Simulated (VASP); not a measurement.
Mg6F, 7 atoms in the cell. The cell holds a slab with vacuum, 7 atoms: a = 3.203 Å, b = 7.978 Å, c = 20.985 Å, α = 90.00°, β = 90.00°, γ = 101.58°. 

| Quantity | Value |
| --- | --- |
| Program | VASP 6.6.1 |
| Task | single point |
| Functional | PBE |
| Potentials or basis | VASP PAW PBE potentials, release 64 (Mg, F) |
| Cutoff | 520 eV |
| k mesh | 9 × 4 × 1 |
| Occupations | gaussian, width 0.1 eV |
| Spin | no spin polarisation |
| Dipole correction | yes |
| Further INCAR settings | ALGO = Normal; EDIFF = 1e-06; NBANDS = 18 |

Potentials or basis: VASP PAW PBE potentials, release 64 (Mg, F).

Run with:

```sh
$ cat potpaw_PBE.64/Mg/POTCAR potpaw_PBE.64/F/POTCAR > POTCAR
$ mpirun -np 1 vasp_std > vasp.out
```

Hardware: 1 thread of Oxide Virtual Turin-like Processor, on a shared host.

Estimate the wall time of this run.

Wall time 8.1 min on 1 thread of Oxide Virtual Turin-like Processor, on a shared host, peak memory 0.54 GiB. Counts: scf iterations 35, k points 19.
